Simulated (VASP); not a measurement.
# TiAl (P4/mmm) in VASP: further runs, part 2 of 2

VASP 6.6.1.

**3. Single point, LDA (strain +0.000 along x and y, +0.040 along z)**

The input, INCAR:

```
SYSTEM = TiAl
ALGO     = Fast           ! electronic algorithm
EDIFF    = 1E-6           ! SCF threshold, eV
ENCUT    = 520            ! plane-wave cutoff, eV
GGA      = CA             ! functional
ISIF     = 2              ! what is computed and relaxed
ISMEAR   = 0              ! smearing method
LASPH    = .TRUE.         ! aspherical terms in the spheres
LCHARG   = .TRUE.         ! write CHGCAR
LELF     = .TRUE.         ! ELF
LREAL    = .FALSE.        ! projectors in reciprocal space
LVHAR    = .TRUE.       
LWAVE    = .FALSE.        ! write WAVECAR
NBANDS   = 14             ! bands
NELM     = 80             ! most SCF steps
PREC     = Accurate       ! precision mode
SIGMA    = 0.15           ! smearing width, eV
```

The input, KPOINTS:

```
k-points
0
G
  16 16 16
  0 0 0
```

The input, POSCAR:

```
TiAl
1.0
    3.1790640000      0.0000000000      0.0000000000
    0.0000000000      3.1790640000      0.0000000000
    0.0000000000      0.0000000000      3.3062265600
Ti Al
1 1
Direct
    0.0000000000      0.0000000000      0.0000000000
    0.5000000000      0.5000000000      0.5000000000
```

Potentials or basis: VASP PAW LDA potentials, release 64 (Ti_sv, Al).

On the command line:

```sh
> cat potpaw_LDA.64/Ti_sv/POTCAR potpaw_LDA.64/Al/POTCAR > POTCAR
> mpirun -np 1 vasp_std > vasp.out
```

OUTCAR:

```text
SYSTEM = TiAl
   EDIFF = 1E-6
   ENCUT = 520
   GGA = CA
   ISIF = 2
   ISMEAR = 0
   LASPH = .TRUE.
   LREAL = .FALSE.
   NELM = 80
   PREC = Accurate

 ion  position               nearest neighbor table
   1  0.000  0.000  0.000-   2 2.79   2 2.79   2 2.79   2 2.79   2 2.79   2 2.79   2 2.79   2 2.79

   2  0.500  0.500  0.500-   1 2.79   1 2.79   1 2.79   1 2.79   1 2.79   1 2.79   1 2.79   1 2.79

  LATTYP: Found a simple tetragonal cell.
 ALAT       =     3.1790640000
 C/A-ratio  =     1.0400000000

  Lattice vectors:

 A1 = (   3.1790640000,   0.0000000000,   0.0000000000)
 A2 = (   0.0000000000,   3.1790640000,   0.0000000000)
 A3 = (   0.0000000000,   0.0000000000,   3.3062265600)

Analysis of symmetry for initial positions (statically):
=====================================================================
 Subroutine PRICEL returns:
 Original cell was already a primitive cell.

 Routine SETGRP: Setting up the symmetry group for a
 simple tetragonal supercell.

 Subroutine GETGRP returns: Found 16 space group operations
 (whereof 16 operations were pure point group operations)
 out of a pool of 16 trial point group operations.

The static configuration has the point symmetry D_4h.

Analysis of symmetry for dynamics (positions and initial velocities):
=====================================================================
 Subroutine PRICEL returns:
 Original cell was already a primitive cell.

 Routine SETGRP: Setting up the symmetry group for a
 simple tetragonal supercell.

 Subroutine GETGRP returns: Found 16 space group operations
 (whereof 16 operations were pure point group operations)
 out of a pool of 16 trial point group operations.

The dynamic configuration has the point symmetry D_4h.

 Subroutine INISYM returns: Found 16 space group operations
 (whereof 16 operations are pure point group operations),
 and found     1 'primitive' translations

----------------------------------------------------------------------------------------

                                     Primitive cell

  volume of cell :      33.4142

  direct lattice vectors                    reciprocal lattice vectors
     3.179064000  0.000000000  0.000000000     0.314557996  0.000000000  0.000000000
     0.000000000  3.179064000  0.000000000     0.000000000  0.314557996  0.000000000
     0.000000000  0.000000000  3.306226560     0.000000000  0.000000000  0.302459611

  length of vectors
     3.179064000  3.179064000  3.306226560     0.314557996  0.314557996  0.302459611

  position of ions in fractional coordinates (direct lattice)
     0.000000000  0.000000000  0.000000000
     0.500000000  0.500000000  0.500000000

  ion indices of the primitive-cell ions
   primitive index   ion index
                 1           1
                 2           2

----------------------------------------------------------------------------------------

 KPOINTS: k-points

Automatic generation of k-mesh.
 Grid dimensions read from file:
 generate k-points for:   16   16   16

 Generating k-lattice:

  Cartesian coordinates                     Fractional coordinates (reciprocal lattice)
     0.019659875  0.000000000  0.000000000     0.062500000  0.000000000  0.000000000
     0.000000000  0.019659875  0.000000000     0.000000000  0.062500000  0.000000000
     0.000000000  0.000000000  0.018903726     0.000000000  0.000000000  0.062500000

  Length of vectors
     0.019659875  0.019659875  0.018903726

  Shift w.r.t. Gamma in fractional coordinates (k-lattice)
     0.000000000  0.000000000  0.000000000

 Subroutine IBZKPT returns following result:
 ===========================================

 Found    405 irreducible k-points:

 Following reciprocal coordinates:
            Coordinates               Weight
  0.000000  0.000000  0.000000      1.000000
  0.062500  0.000000  0.000000      4.000000
  0.125000  0.000000  0.000000      4.000000
  0.187500  0.000000  0.000000      4.000000
  0.250000  0.000000  0.000000      4.000000
  0.312500  0.000000  0.000000      4.000000
[... 16 lines left out ...]
  0.437500  0.125000  0.000000      8.000000
  0.500000  0.125000  0.000000      4.000000
 [... further k-points ...]
   k-points           NKPTS =    405   k-points in BZ     NKDIM =    405   number of bands    NBANDS=     14
   number of dos      NEDOS =    301   number of ions     NIONS =      2
   total plane-waves  NPLWV =  16128
   dimension x,y,z NGX =    24 NGY =   24 NGZ =   28
   dimension x,y,z NGXF=    48 NGYF=   48 NGZF=   56
   ions per type =               1   1
   NGX,Y,Z   is equivalent  to a cutoff of  12.55, 12.55, 14.08 a.u.
   NGXF,Y,Z  is equivalent  to a cutoff of  25.10, 25.10, 28.16 a.u.
 SYSTEM =  TiAl
   PREC   = accura    normal or accurate (medium, high low for compatibility)
   ISTART =      0    job   : 0-new  1-cont  2-samecut
   ICHARG =      2    charge: 1-file 2-atom 10-const
   ISPIN  =      1    spin polarized calculation?
   LNONCOLLINEAR =      F non collinear calculations
   LSORBIT =      F    spin-orbit coupling
   LASPH  =      T    aspherical Exc in radial PAW
   ENCUT  =  520.0 eV  38.22 Ry    6.18 a.u.   5.91  5.91  6.15*2*pi/ulx,y,z
   NELM   =     80;   NELMIN=  2; NELMDL= -5     # of ELM steps
   EDIFF  = 0.1E-05   stopping-criterion for ELM
   LREAL  =      F    real-space projection
   EDIFFG = 0.1E-04   stopping-criterion for IOM
   NSW    =      0    number of steps for IOM
   IBRION =     -1    ionic relax: 0-MD 1-quasi-New 2-CG
   NFREE  =      0    steps in history (QN), initial steepest desc. (CG)
   ISIF   =      2    stress and relaxation
   ISYM   =      2    0-nonsym 1-usesym 2-fastsym
   POTIM  = 0.5000    time-step for ionic-motion
   TEBEG  =    0.0;   TEEND  =   0.0 temperature during run
   PSTRESS=    0.0 pullay stress
   NELECT =      15.0000    total number of electrons
   NUPDOWN=      -1.0000    fix difference up-down
   EMIN   =  10.00;   EMAX   =-10.00  energy-range for DOS
   EFERMI =   0.00;   METHOD = LEGACY
   ISMEAR =     0;   SIGMA  =   0.15  broadening in eV -4-tet -1-fermi 0-gaus
   EFERMI_NEDOS =   21; number of points for ismear=-14 and -15
   IALGO  =     68    algorithm
   IMIX   =      4    mixing-type and parameters
     AMIX     =   0.40;   BMIX     =  1.00
     AMIX_MAG =   1.60;   BMIX_MAG =  1.00
  volume/ion in A,a.u.               =      16.71       112.75
  Fermi-wavevector in a.u.,A,eV,Ry     =   1.253511  2.368793 21.378701  1.571290
  Thomas-Fermi vector in A             =   2.387360
   LORBIT       =      0    0 simple, 1 ext, 2 COOP (PROOUT), +10 PAW based schemes
   GGA     = CA    functional components
   LHFCALC =     F    Hartree Fock is set to
   AEXX    =    0.0000 exact exchange contribution
   IVDW    =     0    specifies the selected vdW correction
   LEPSILON=     F    determine dielectric tensor
   LRPA    =     F    only Hartree local field effects (RPA)
 non-spin polarized calculation
 RMM-DIIS sequential band-by-band and
 Gauss-broadening in eV      SIGMA  =   0.15
  energy-cutoff  :      520.00
  volume of cell :       33.41
 maximum number of plane-waves:       928
 NGX is ok and might be reduce to    24
   NGX = 11   NGY = 11   NGZ = 13

 number of electron      14.9999993 magnetization

 Free energy of the ion-electron system (eV)
  ---------------------------------------------------
  ext. energy  EPLUGINS =         0.00000000
  ---------------------------------------------------
  free energy    TOTEN  =       -13.22982448 eV

  energy without entropy =      -13.19830439  energy(sigma->0) =      -13.21406443

 E-fermi :   8.0988     XC(G=0): -11.1447

 val. band max:        8.0896024101   @ k =   0.2500   0.1875   0.1875
 cond. band min:       8.0998367597   @ k =   0.3750   0.3125   0.2500
 fundamental gap:      0.0102343495
 Fermi energy:         8.0988078632

 k-point     1 :       0.0000    0.0000    0.0000
  band No.  band energies     occupation
      1     -48.1514      2.00000
      2     -24.7679      2.00000
      3     -24.7232      2.00000
      4     -24.7232      2.00000
      5      -0.9078      2.00000
      6       6.7405      2.00000
      7       6.8329      2.00000
      8       9.7273      0.00000
      9       9.7273      0.00000
     10       9.8982      0.00000
     11      11.6849      0.00000
     12      12.6996      0.00000
     13      12.6996      0.00000
     14      16.8056      0.00000
[... 377 lines left out ...]
      1     -48.1338      2.00000
      2     -24.8916      2.00000
      3     -24.7495      2.00000
      4     -24.7321      2.00000
      5       2.4400      2.00000
      6       3.3973      2.00000
      7       7.7356      1.99938
      8       8.0239      1.52007
      9       8.0486      1.36403
     10       9.6855      0.00000
     11      11.0644      0.00000
     12      14.5286      0.00000
     13      16.1547      0.00000
     14      16.6255      0.00000

 [... further k-points ...]
[... 5 lines left out ...]
  --------------------------------------------------------------------------------------
  -------------------------------------------------------------------------------------
  Total       -2.1642508     -2.1642508     -1.5030752      0.0000000      0.0000000      0.0000000
  in kB     -103.7736340   -103.7736340    -72.0709316      0.0000000      0.0000000      0.0000000
  external PRESSURE =     -93.2060665 kB  Pullay stress =       0.0000000 kB

 VOLUME and BASIS-vectors are now :
 -----------------------------------------------------------------------------
  energy-cutoff  :      520.00
  volume of cell :       33.41
      direct lattice vectors                 reciprocal lattice vectors
     3.179064000  0.000000000  0.000000000     0.314557996  0.000000000  0.000000000
     0.000000000  3.179064000  0.000000000     0.000000000  0.314557996  0.000000000
     0.000000000  0.000000000  3.306226560     0.000000000  0.000000000  0.302459611

 POSITION                                       TOTAL-FORCE (eV/Angst)
 -----------------------------------------------------------------------------------
      0.00000      0.00000      0.00000         0.000000      0.000000      0.000000
      1.58953      1.58953      1.65311         0.000000      0.000000      0.000000
 -----------------------------------------------------------------------------------
    total drift:                                0.000000      0.000000      0.000000

  FREE ENERGIE OF THE ION-ELECTRON SYSTEM (eV)
  ---------------------------------------------------
  free  energy   TOTEN  =       -13.2298244819 eV

  energy  without entropy=      -13.1983043872  energy(sigma->0) =      -13.21406443
```

Run time: 2.2 min. Hardware: 1 thread of Intel Xeon 6975P-C, shared host; peak memory 0.3 GiB.

What came out:

```
Free energy : -13.2298 eV
Pressure    : -9.3 GPa
```

Stress tensor (GPa, compression positive):
```
-10.38   0.00   0.00
  0.00 -10.38   0.00
  0.00   0.00  -7.21
```

Levels at points of the mesh, in eV from the Fermi level:
```
           k point  band 6  band 7  band 8  band 9  band 10  band 11
(0.00, 0.00, 0.00)   -1.36   -1.27    1.63    1.63     1.80     3.59
(0.50, 0.00, 0.00)   -4.96   -0.46   -0.16    0.27     1.84     2.99
(0.50, 0.50, 0.00)   -1.86   -1.86   -1.31    0.48     0.48     2.72
(0.00, 0.00, 0.50)   -5.05   -0.55    0.25    0.25     1.95     2.57
(0.50, 0.00, 0.50)   -2.14   -1.93   -1.40    0.72     0.80     2.53
(0.50, 0.50, 0.50)   -2.94   -2.93    0.37    2.57     2.77     2.82
```

Caveat: the cell differs from its parent crystal (strain +0.000 along x and y, +0.040 along z).

**4. Single point, LDA (strain +0.040 along x and y, +0.000 along z)**

The input, INCAR:

```
ALGO     = Fast           # electronic algorithm
EDIFF    = 1E-7           # SCF threshold, eV
ENCUT    = 520            # plane-wave cutoff, eV
ISIF     = 2              # what is computed and relaxed
ISMEAR   = 0              # smearing method
LASPH    = T              # aspherical terms in the spheres
LCHARG   = T              # write CHGCAR
LELF     = T              # ELF
LREAL    = F              # projectors in reciprocal space
LVHAR    = T            
LWAVE    = F              # write WAVECAR
NBANDS   = 14             # bands
NELM     = 60             # most SCF steps
PREC     = Accurate       # precision mode
SIGMA    = 0.15           # smearing width, eV
```

The input, KPOINTS:

```
k-points
0
Gamma
  16 16 16
```

The input, POSCAR:

```
TiAl
1.0
    3.3062265600      0.0000000000      0.0000000000
    0.0000000000      3.3062265600      0.0000000000
    0.0000000000      0.0000000000      3.1790640000
Ti Al
1 1
Direct
    0.0000000000      0.0000000000      0.0000000000
    0.5000000000      0.5000000000      0.5000000000
```

On the command line:

```sh
> cat potpaw_LDA.64/Ti_sv/POTCAR potpaw_LDA.64/Al/POTCAR > POTCAR
> mpirun -np 1 vasp_std > vasp.out
```

It took 4 min on 1 thread of Intel Xeon 6975P-C, shared host; peak memory 0.31 GiB.

It converged, with:

| Quantity | Value |
| --- | --- |
| Free energy | -13.1363 eV |
| Pressure | -12.4 GPa |

Stress tensor (GPa, compression positive):
```
-11.78   0.00   0.00
  0.00 -11.78   0.00
  0.00   0.00 -13.56
```

Levels at points of the mesh, in eV from the Fermi level:
| k point | band 5 | band 6 | band 7 | band 8 | band 9 | band 10 | band 11 | band 12 |
| --- | --- | --- | --- | --- | --- | --- | --- | --- |
| (0.00, 0.00, 0.00) | -8.83 | -1.27 | -1.19 | 1.48 | 1.66 | 1.66 | 3.75 | 3.75 |
| (0.50, 0.00, 0.00) | -5.95 | -4.90 | -0.49 | -0.04 | 0.37 | 1.82 | 2.56 | 6.54 |
| (0.50, 0.50, 0.00) | -4.95 | -2.08 | -2.08 | -1.40 | 0.82 | 0.82 | 2.37 | 4.00 |
| (0.00, 0.00, 0.50) | -5.60 | -4.81 | -0.39 | -0.01 | -0.01 | 1.70 | 2.96 | 6.55 |
| (0.50, 0.00, 0.50) | -4.70 | -2.00 | -1.79 | -1.29 | 0.51 | 0.59 | 2.50 | 4.17 |
| (0.50, 0.50, 0.50) | -2.83 | -2.81 | -2.81 | 0.16 | 2.44 | 2.61 | 2.78 | 2.78 |

Caveat: the cell differs from its parent crystal (strain +0.040 along x and y, +0.000 along z).

**5. Overview**

```csv
cell,further INCAR settings,gap on the mesh (eV),pressure (GPa)
"a = 3.179, b = 3.179, c = 3.052 Å, 2 atoms",ALGO = Fast; EDIFF = 1e-06; NBANDS = 14,none,-1.1
"a = 3.179, b = 3.179, c = 3.306 Å, 2 atoms",ALGO = Fast; EDIFF = 1e-06; NBANDS = 14,none,-9.3
"a = 3.306, b = 3.306, c = 3.179 Å, 2 atoms",ALGO = Fast; EDIFF = 1e-07; NBANDS = 14,none,-12.4
```

Alike in all rows: task single point; level LDA; potentials or basis VASP PAW LDA potentials, release 64 (Ti_sv, Al); no spin polarisation; k mesh 16 × 16 × 16; cutoff (eV) 520; smearing gaussian 0.15 eV.

Total energies depend on the potentials used, so only differences within one code and one set of settings carry meaning.
